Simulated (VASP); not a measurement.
The system is Pt.

```
CELL_PARAMETERS angstrom
0.00000 1.98506 1.98506
1.98506 0.00000 1.98506
1.98506 1.98506 0.00000
ATOMIC_POSITIONS crystal
Pt 0.00000 0.00000 0.00000
```

```yaml
Program: VASP 6.6.1
Task: relaxation of cell and atoms
Functional: LDA
Potentials_or_basis: VASP PAW LDA potentials, release 64 (Pt)
Cutoff: 600 eV
k_mesh: 18 × 18 × 18
Occupations: gaussian, width 0.1 eV
Spin: no spin polarisation
```

At the start: pressure -14.6 GPa; volume 15.64 Å³/atom.

**Question.** How do energy, volume and symmetry change on relaxing?

**Answer.** Over 7 steps the energy falls by 40.9 meV/atom and the volume is 14.80 Å³/atom (-5.4 %); space group Fm-3m (No. 225, to 0.05 Å).

The path:
```csv
step,energy change (eV),largest force (eV/Å),pressure (GPa),volume (Å³)
1,0.0000,0.0000,-14.63,15.64
2,0.3856,0.0000,74.14,12.63
3,-0.0407,0.0000,-1.04,14.85
4,-0.0409,0.0000,-0.26,14.81
5,-0.0409,0.0000,0.07,14.80
6,-0.0409,0.0000,-0.15,14.81
7,-0.0409,0.0000,0.00,14.80
```

Final structure:
```
Pt
1.0
     0.00000    1.94871    1.94871
     1.94871    0.00000    1.94871
     1.94871    1.94871    0.00000
Pt
1
Direct
  0.00000 0.00000 0.00000
```
